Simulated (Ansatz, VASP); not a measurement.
## Two plane-wave programs on SiC

```
Si C
1.0
     0.00000    2.17816    2.17816
     2.17816    0.00000    2.17816
     2.17816    2.17816    0.00000
Si C
1 1
Direct
  0.00000 0.00000 0.00000
  0.25000 0.25000 0.25000
```

Alike in both runs: task single point; functional r2SCAN; k mesh 10 × 10 × 10; no spin polarisation.

|  | VASP | Ansatz |
| --- | --- | --- |
| version | VASP 6.6.1 | Ansatz 0.2.0 |
| potentials or method | VASP PAW PBE potentials, release 64 (Si, C), cutoff 660 eV | scalar-relativistic, plane waves, PAW |
| occupations | gaussian, width 0.01 eV | fixed |
| valence electrons in the cell | 8 | 8 |

VASP gave:

| Item | Value |
| --- | --- |
| gap on the k mesh at the Fermi level (eV) | 1.73 |
| least direct gap on the mesh (eV) | 5.06 |

**Question.** Which values does Ansatz return?

**Answer.** gap on the k mesh at the Fermi level (eV): 1.71; least direct gap on the mesh (eV): 5.05.

VASP's potentials were made for PBE, not for r2SCAN.
